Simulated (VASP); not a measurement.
# H2 in VASP: a series of runs

Runs on H2. Level: PBEsol. Tasks: single point, relaxation of the atoms.

All numbers are computed with VASP 6.6.1; they aren't measurements. Logs are shortened: lines on timing, memory, paths and dates and some standing lists are left out, and cuts for length are marked.

## (1) The cell of the first run

The cell holds a molecule in a box, 2 atoms: a = 10.000 Å, b = 10.300 Å, c = 10.600 Å, α = 90.00°, β = 90.00°, γ = 90.00°.

## (2) Single point, PBEsol

INCAR reads:

```
SYSTEM = H
  ALGO = Normal
  EDIFF = 1E-6
  ENCUT = 400
  GGA = PS
  GGA_COMPAT = .FALSE.
  ISIF = 2
  ISMEAR = 0
  LASPH = .TRUE.
  LCHARG = .TRUE.
  LELF = .TRUE.
  LREAL = .FALSE.
  LVHAR = .TRUE.
  LWAVE = .FALSE.
  NBANDS = 8
  NELM = 120
  NELMDL = -8
  PREC = Accurate
  SIGMA = 0.01
```

KPOINTS reads:

```
k-points
0
G
  1 1 1
  0 0 0
```

POSCAR reads:

```
H
1.0
   10.0000000000      0.0000000000      0.0000000000
    0.0000000000     10.3000000000      0.0000000000
    0.0000000000      0.0000000000     10.6000000000
H
2
Direct
    0.5000000000      0.4854368932      0.4359302467
    0.5000000000      0.4854368932      0.5074659797
```

Potentials or basis: VASP PAW PBE potentials, release 64 (H).

On the command line:

```sh
> cat potpaw_PBE.64/H/POTCAR > POTCAR
> mpirun -np 1 vasp_gam > vasp.out
```

OUTCAR:

```text
SYSTEM = H
   EDIFF = 1E-6
   ENCUT = 400
   GGA = PS
   ISIF = 2
   ISMEAR = 0
   LASPH = .TRUE.
   LREAL = .FALSE.
   NELM = 120
   NELMDL = -8
   PREC = Accurate

 ion  position               nearest neighbor table
   1  0.500  0.485  0.436-   2 0.76
   2  0.500  0.485  0.507-   1 0.76

  LATTYP: Found a simple orthorhombic cell.
 ALAT       =    10.0000000000
 B/A-ratio  =     1.0300000000
 C/A-ratio  =     1.0600000000

  Lattice vectors:

 A1 = (  10.0000000000,   0.0000000000,   0.0000000000)
 A2 = (   0.0000000000,  10.3000000000,   0.0000000000)
 A3 = (   0.0000000000,   0.0000000000,  10.6000000000)

Analysis of symmetry for initial positions (statically):
=====================================================================
 Subroutine PRICEL returns:
 Original cell was already a primitive cell.

 Routine SETGRP: Setting up the symmetry group for a
 simple orthorhombic supercell.

 Subroutine GETGRP returns: Found  8 space group operations
 (whereof  2 operations were pure point group operations)
 out of a pool of  8 trial point group operations.

The static configuration has the point symmetry C_1h.
 The point group associated with its full space group is D_2h.

Analysis of symmetry for dynamics (positions and initial velocities):
=====================================================================
 Subroutine PRICEL returns:
 Original cell was already a primitive cell.

 Routine SETGRP: Setting up the symmetry group for a
 simple orthorhombic supercell.

 Subroutine GETGRP returns: Found  8 space group operations
 (whereof  2 operations were pure point group operations)
 out of a pool of  8 trial point group operations.

The dynamic configuration has the point symmetry C_1h.
 The point group associated with its full space group is D_2h.

 Subroutine INISYM returns: Found  8 space group operations
 (whereof  2 operations are pure point group operations),
 and found     1 'primitive' translations

----------------------------------------------------------------------------------------

                                     Primitive cell

  volume of cell :    1091.8000

  direct lattice vectors                    reciprocal lattice vectors
    10.000000000  0.000000000  0.000000000     0.100000000  0.000000000  0.000000000
     0.000000000 10.300000000  0.000000000     0.000000000  0.097087379  0.000000000
     0.000000000  0.000000000 10.600000000     0.000000000  0.000000000  0.094339623

  length of vectors
    10.000000000 10.300000000 10.600000000     0.100000000  0.097087379  0.094339623

  position of ions in fractional coordinates (direct lattice)
     0.500000000  0.485436893  0.435930247
     0.500000000  0.485436893  0.507465980

  ion indices of the primitive-cell ions
   primitive index   ion index
                 1           1
                 2           2

----------------------------------------------------------------------------------------

 KPOINTS: k-points

Automatic generation of k-mesh.
 Grid dimensions read from file:
 generate k-points for:    1    1    1

 Generating k-lattice:

  Cartesian coordinates                     Fractional coordinates (reciprocal lattice)
     0.100000000  0.000000000  0.000000000     1.000000000  0.000000000  0.000000000
     0.000000000  0.097087379  0.000000000     0.000000000  1.000000000  0.000000000
     0.000000000  0.000000000  0.094339623     0.000000000  0.000000000  1.000000000

  Length of vectors
     0.100000000  0.097087379  0.094339623

  Shift w.r.t. Gamma in fractional coordinates (k-lattice)
     0.000000000  0.000000000  0.000000000

 Subroutine IBZKPT returns following result:
 ===========================================

 Found      1 irreducible k-points:

 Following reciprocal coordinates:
            Coordinates               Weight
  0.000000  0.000000  0.000000      1.000000
   k-points           NKPTS =      1   k-points in BZ     NKDIM =      1   number of bands    NBANDS=      8
   number of dos      NEDOS =    301   number of ions     NIONS =      2
   total plane-waves  NPLWV = 343000
   dimension x,y,z NGX =    70 NGY =   70 NGZ =   70
   dimension x,y,z NGXF=   140 NGYF=  140 NGZF=  140
   ions per type =               2
   NGX,Y,Z   is equivalent  to a cutoff of  11.64, 11.30, 10.98 a.u.
   NGXF,Y,Z  is equivalent  to a cutoff of  23.27, 22.60, 21.96 a.u.
 SYSTEM =  H
   PREC   = accura    normal or accurate (medium, high low for compatibility)
   ISTART =      0    job   : 0-new  1-cont  2-samecut
   ICHARG =      2    charge: 1-file 2-atom 10-const
   ISPIN  =      1    spin polarized calculation?
   LNONCOLLINEAR =      F non collinear calculations
   LSORBIT =      F    spin-orbit coupling
   LASPH  =      T    aspherical Exc in radial PAW
   ENCUT  =  400.0 eV  29.40 Ry    5.42 a.u.  16.31 16.80 17.29*2*pi/ulx,y,z
   NELM   =    120;   NELMIN=  2; NELMDL= -8     # of ELM steps
   EDIFF  = 0.1E-05   stopping-criterion for ELM
   LREAL  =      F    real-space projection
   EDIFFG = 0.1E-04   stopping-criterion for IOM
   NSW    =      0    number of steps for IOM
   IBRION =     -1    ionic relax: 0-MD 1-quasi-New 2-CG
   NFREE  =      0    steps in history (QN), initial steepest desc. (CG)
   ISIF   =      2    stress and relaxation
   ISYM   =      2    0-nonsym 1-usesym 2-fastsym
   POTIM  = 0.5000    time-step for ionic-motion
   TEBEG  =    0.0;   TEEND  =   0.0 temperature during run
   PSTRESS=    0.0 pullay stress
   NELECT =       2.0000    total number of electrons
   NUPDOWN=      -1.0000    fix difference up-down
   EMIN   =  10.00;   EMAX   =-10.00  energy-range for DOS
   EFERMI =   0.00;   METHOD = LEGACY
   ISMEAR =     0;   SIGMA  =   0.01  broadening in eV -4-tet -1-fermi 0-gaus
   EFERMI_NEDOS =   21; number of points for ismear=-14 and -15
   IALGO  =     38    algorithm
   IMIX   =      4    mixing-type and parameters
     AMIX     =   0.40;   BMIX     =  1.00
     AMIX_MAG =   1.60;   BMIX_MAG =  1.00
  volume/ion in A,a.u.               =     545.90      3683.92
  Fermi-wavevector in a.u.,A,eV,Ry     =   0.200311  0.378532  0.545924  0.040124
  Thomas-Fermi vector in A             =   0.954346
   LORBIT       =      0    0 simple, 1 ext, 2 COOP (PROOUT), +10 PAW based schemes
   GGA     = PS    functional components
   LHFCALC =     F    Hartree Fock is set to
   AEXX    =    0.0000 exact exchange contribution
   IVDW    =     0    specifies the selected vdW correction
   LEPSILON=     F    determine dielectric tensor
   LRPA    =     F    only Hartree local field effects (RPA)
 non-spin polarized calculation
 Gauss-broadening in eV      SIGMA  =   0.01
  energy-cutoff  :      400.00
  volume of cell :     1091.80
 maximum number of plane-waves:      9924
 NGX is ok and might be reduce to    70
   NGX = 33   NGY = 33   NGZ = 35

 number of electron       2.0000001 magnetization

 Free energy of the ion-electron system (eV)
  ---------------------------------------------------
  ext. energy  EPLUGINS =         0.00000000
  ---------------------------------------------------
  free energy    TOTEN  =        -6.50366671 eV

  energy without entropy =       -6.50366671  energy(sigma->0) =       -6.50366671

 E-fermi : -10.0414     XC(G=0):  -0.3411

 val. band max:      -10.1094225877   @ k =   0.0000   0.0000   0.0000
 cond. band min:      -0.1427324937   @ k =   0.0000   0.0000   0.0000
 fundamental gap:      9.9666900940
 Fermi energy:       -10.0413682404

 k-point     1 :       0.0000    0.0000    0.0000
  band No.  band energies     occupation
      1     -10.1094      2.00000
      2      -0.1427      0.00000
      3       0.3916      0.00000
      4       0.9445      0.00000
      5       1.0046      0.00000
      6       1.2272      0.00000
      7       1.3033      0.00000
      8       1.3927      0.00000

------------------------ aborting loop because EDIFF is reached ----------------------------------------

  FORCE on cell =-STRESS in cart. coord.  units (eV):
  Direction    XX          YY          ZZ          XY          YZ          ZX
  --------------------------------------------------------------------------------------
  -------------------------------------------------------------------------------------
  Total       -0.1109605     -0.1134181     -0.1221880      0.0000000      0.0000000      0.0000000
  in kB       -0.1628305     -0.1664370     -0.1793065      0.0000000      0.0000000      0.0000000
  external PRESSURE =      -0.1695247 kB  Pullay stress =       0.0000000 kB

 VOLUME and BASIS-vectors are now :
 -----------------------------------------------------------------------------
  energy-cutoff  :      400.00
  volume of cell :     1091.80
      direct lattice vectors                 reciprocal lattice vectors
    10.000000000  0.000000000  0.000000000     0.100000000  0.000000000  0.000000000
     0.000000000 10.300000000  0.000000000     0.000000000  0.097087379  0.000000000
     0.000000000  0.000000000 10.600000000     0.000000000  0.000000000  0.094339623

 POSITION                                       TOTAL-FORCE (eV/Angst)
 -----------------------------------------------------------------------------------
      5.00000      5.00000      4.62086         0.000000      0.000000     -0.027597
      5.00000      5.00000      5.37914         0.000000      0.000000      0.027597
 -----------------------------------------------------------------------------------
    total drift:                                0.000000     -0.000004      0.000003

  FREE ENERGIE OF THE ION-ELECTRON SYSTEM (eV)
  ---------------------------------------------------
  free  energy   TOTEN  =        -6.5036667086 eV

  energy  without entropy=       -6.5036667086  energy(sigma->0) =       -6.50366671
```

It took 94 s on 1 thread of Intel Xeon 8259CL, shared host; peak memory 0.62 GiB.

What came out:

| Item | Value |
| --- | --- |
| Free energy | -6.5037 eV |
| Largest force | 0.028 eV/Å |
| Gap between the frontier levels | 9.97 eV |

Forces in eV/Å, atoms in the order of the input:
```
H    0.000  0.000 -0.028
H    0.000  0.000  0.028
```

Caveat: the PAW data sets were made with another functional, which shifts forces and pressure a little.

## (3) Relaxation of the atoms, PBEsol

INCAR reads:

```
  ALGO = Normal
  EDIFF = 1E-7
  EDIFFG = -0.002
  ENCUT = 450
  GGA = PS
  GGA_COMPAT = F
  IBRION = 2
  ISIF = 2
  ISMEAR = 0
  LASPH = T
  LCHARG = F
  LREAL = F
  LWAVE = F
  NELM = 120
  NELMDL = -8
  NELMIN = 4
  NSW = 80
  PREC = Accurate
  SIGMA = 0.01
```

KPOINTS reads:

```
k-points
0
Gamma
  1 1 1
```

POSCAR reads:

```
H
1.0
   10.0000000000      0.0000000000      0.0000000000
    0.0000000000     10.3000000000      0.0000000000
    0.0000000000      0.0000000000     10.6000000000
H
2
Direct
    0.5000000000      0.4854368932      0.4363207547
    0.5000000000      0.4854368932      0.5070754717
```

Potentials or basis: VASP PAW PBE potentials, release 64 (H).

On the command line:

```sh
> cat potpaw_PBE.64/H/POTCAR > POTCAR
> mpirun -np 1 vasp_gam > vasp.out
```

Run time: 3 min. Hardware: 1 thread of Intel Xeon 8259CL, shared host; peak memory 0.76 GiB.

It converged, with:

```yaml
Free_energy: -6.5098 eV
Energy_gained_by_relaxing: 0.6 meV/atom
Ionic_steps: 3
Gap_between_the_frontier_levels: 9.97 eV
```

The path:
| step | energy change (eV) | largest force (eV/Å) | pressure (GPa) |
| --- | --- | --- | --- |
| 1 | 0.0000 | 0.2980 | 0.00 |
| 2 | 0.0051 | 0.6216 | -0.03 |
| 3 | -0.0013 | 0.0003 | -0.01 |

Final structure:
```xyz
2
Lattice="10.0000 0.0000 0.0000 0.0000 10.3000 0.0000 0.0000 0.0000 10.6000" Properties=species:S:1:pos:R:3 pbc="T T T"
H     5.0000    5.0000    4.6206
H     5.0000    5.0000    5.3794
```

Levels at points of the mesh, in eV from the valence-band top:
| k point | band 1 | band 2 | band 3 | band 4 | band 5 |
| --- | --- | --- | --- | --- | --- |
| (0.00, 0.00, 0.00) | 0.00 | 9.97 | 10.50 | 11.05 | 11.11 |

Caveat: the PAW data sets were made with another functional, which shifts forces and pressure a little.
